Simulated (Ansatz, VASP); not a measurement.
One calculation of ZnSnP2, two programs

INCAR

```
  PREC = Accurate
  ENCUT = 500
  EDIFF = 1E-6
  ISMEAR = 0
  SIGMA = 0.05
  LREAL = False
  LASPH = True
  NELM = 120
  ALGO = Normal
  ISIF = 2
  LWAVE = False
  LCHARG = True
  GGA = PS
  LELF = True
  LVHAR = True
  NBANDS = 46
  GGA_COMPAT = False
```

File KPOINTS:

```
regular mesh
0
Gamma
  8 8 8
```

The input POSCAR:

```
ZnSnP2
1.0
   -2.9511000000      2.9511000000      5.4997500000
    2.9511000000     -2.9511000000      5.4997500000
    2.9511000000      2.9511000000     -5.4997500000
Zn Sn P
2 2 4
Direct
    0.7500000000      0.2500000000      0.5000000000
    0.0000000000      0.0000000000      0.0000000000
    0.2500000000      0.7500000000      0.5000000000
    0.5000000000      0.5000000000      0.0000000000
    0.3750000000      0.3504879709      0.4754879709
    0.6495120291      0.1250000000      0.0245120291
    0.1004879709      0.6250000000      0.9754879709
    0.8750000000      0.8995120291      0.5245120291
```

Input for Ansatz:

```yaml
crystal:
  lattice:
    - [-2.9511, 2.9511, 5.49975]
    - [2.9511, -2.9511, 5.49975]
    - [2.9511, 2.9511, -5.49975]
  atoms:
    - { symbol: Zn, position: [0.75, 0.25, 0.5] }
    - { symbol: Zn, position: [0.0, 0.0, 0.0] }
    - { symbol: Sn, position: [0.25, 0.75, 0.5] }
    - { symbol: Sn, position: [0.5, 0.5, 0.0] }
    - { symbol: P, position: [0.375, 0.3504879709, 0.4754879709] }
    - { symbol: P, position: [0.6495120291, 0.125, 0.0245120291] }
    - { symbol: P, position: [0.1004879709, 0.625, 0.9754879709] }
    - { symbol: P, position: [0.875, 0.8995120291, 0.5245120291] }
basis:
  ecutwfc: 520.0
kpoints:
  mp_grid: { grid: [8, 8, 8] }
hamiltonian:
  xc: pbesol
scf:
  occupations: { method: gaussian, width: 0.05 }
output:
  forces: true
  stress: true
  eigenvalues: true
```

Alike in both runs: task single point; functional PBEsol; k mesh 8 × 8 × 8; occupations gaussian, width 0.05 eV; no spin polarisation.

|  | VASP | Ansatz |
| --- | --- | --- |
| version | VASP 6.6.1 | Ansatz 0.2.0 |
| potentials or method | VASP PAW PBE potentials, release 64 (Zn, Sn_d, P), cutoff 500 eV | scalar-relativistic, plane waves, PAW |
| valence electrons in the cell | 72 | 72 |

```tsv
	VASP	Ansatz	Ansatz less VASP
gap on the k mesh at the Fermi level (eV)	0.22	0.21	-0.008
least direct gap on the mesh (eV)	0.22	0.21	-0.008
pressure (GPa)	-4.6	-4.7	-0.06
traceless stress, the component that is largest in VASP (GPa)	2.47	2.47	-0.004
rms of the force components (eV/Å)	0.107	0.099	-0.0073
```

VASP's potentials were made for PBE, not for PBEsol. Atom by atom the forces differ by 0.007 eV/Å (rms over components). With one functional, cell and mesh, what is left measures potentials, basis and numerics.
